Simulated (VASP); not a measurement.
Input of a VASP 6.6.1 run:

INCAR

```
PREC     = Accurate       # precision mode
ENCUT    = 600            # plane-wave cutoff, eV
EDIFF    = 1E-7           # SCF threshold, eV
ISMEAR   = -1             # smearing method
SIGMA    = 0.08           # smearing width, eV
LREAL    = False          # projectors in reciprocal space
LASPH    = True           # aspherical terms in the spheres
NELM     = 100            # most SCF steps
ALGO     = Normal         # electronic algorithm
ISIF     = 4              # what is computed and relaxed
LWAVE    = False          # write WAVECAR
LCHARG   = False          # write CHGCAR
GGA      = PE             # functional
IBRION   = 2              # ionic algorithm
NSW      = 50             # ionic steps
EDIFFG   = -0.005         # ionic threshold
```

File KPOINTS:

```
regular mesh
0
Gamma
  9 9 5
```

The input POSCAR:

```
Rb
1.0
    4.0544494417      0.0000000000      0.0000000000
   -2.0272247208      3.5112562149      0.0000000000
    0.0000000000      0.0000000000      6.6893269505
Rb
2
Direct
    0.3333333333      0.6666666667      0.2500000000
    0.6666666667      0.3333333333      0.7500000000
```

Potentials or basis: VASP PAW PBE potentials, release 64 (Rb_sv).

Run with:

```bash
$ cat potpaw_PBE.64/Rb_sv/POTCAR > POTCAR
$ mpirun -np 1 vasp_std > vasp.out
```

Predict the band gap on the k mesh.

zero (bands 9 and 10 overlap by 2.28 eV).

Step by step:
| step | energy change (eV) | largest force (eV/Å) | pressure (GPa) | volume (Å³) |
| --- | --- | --- | --- | --- |
| 1 | 0.0000 | 0.0000 | 5.69 | 95.23 |
| 2 | 0.0000 | 0.0000 | 5.69 | 95.23 |
| 3 | -0.0001 | 0.0000 | 5.69 | 95.23 |
| 4 | -0.0001 | 0.0000 | 5.69 | 95.23 |
| 5 | -0.0001 | 0.0000 | 5.69 | 95.23 |
